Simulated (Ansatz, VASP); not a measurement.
Ca: VASP beside Ansatz

INCAR

```
SYSTEM = Ca
ALGO = Normal
EDIFF = 1E-6
ENCUT = 520
GGA = PE
ISIF = 2
ISMEAR = -1
LASPH = .True.
LCHARG = .True.
LELF = .True.
LREAL = .False.
LVHAR = .True.
LWAVE = .False.
NBANDS = 11
NELM = 100
PREC = Accurate
SIGMA = 0.05
```

KPOINTS

```
k-points
0
Gamma
  11 11 11
  0 0 0
```

Contents of POSCAR:

```
Ca
1.0
    0.0000000000      2.7376447309      2.7376447309
    2.7376447309      0.0000000000      2.7376447309
    2.7376447309      2.7376447309      0.0000000000
Ca
1
Direct
    0.0000000000      0.0000000000      0.0000000000
```

Input for Ansatz:

```yaml
crystal:
  lattice:
    - [0.0, 2.7376447309, 2.7376447309]
    - [2.7376447309, 0.0, 2.7376447309]
    - [2.7376447309, 2.7376447309, 0.0]
  atoms:
    - { symbol: Ca, position: [0.0, 0.0, 0.0] }
kpoints:
  mp_grid: { grid: [11, 11, 11] }
scf:
  occupations: { method: fermi_dirac, width: 0.05 }
hamiltonian:
  xc: pbe
  pseudopotentials: { kind: all_electron, lapw: { basis_error: 0.001 } }
output:
  forces: true
  stress: true
  eigenvalues: true
```

Change from the starting cell: volume scaled by 0.9405.

Alike in both runs: task single point; functional PBE; k mesh 11 × 11 × 11; occupations fermi-dirac, width 0.05 eV; no spin polarisation.

```csv
,VASP,Ansatz
version,VASP 6.6.1,Ansatz 0.2.0
potentials or method,"VASP PAW PBE potentials, release 64 (Ca_sv), cutoff 520 eV","all-electron LAPW, scalar-relativistic"
```

```tsv
	VASP	Ansatz	Ansatz less VASP
pressure (GPa)	0.5	0.5	0.00
```

Ansatz ran all-electron here, and VASP with PAW potentials.
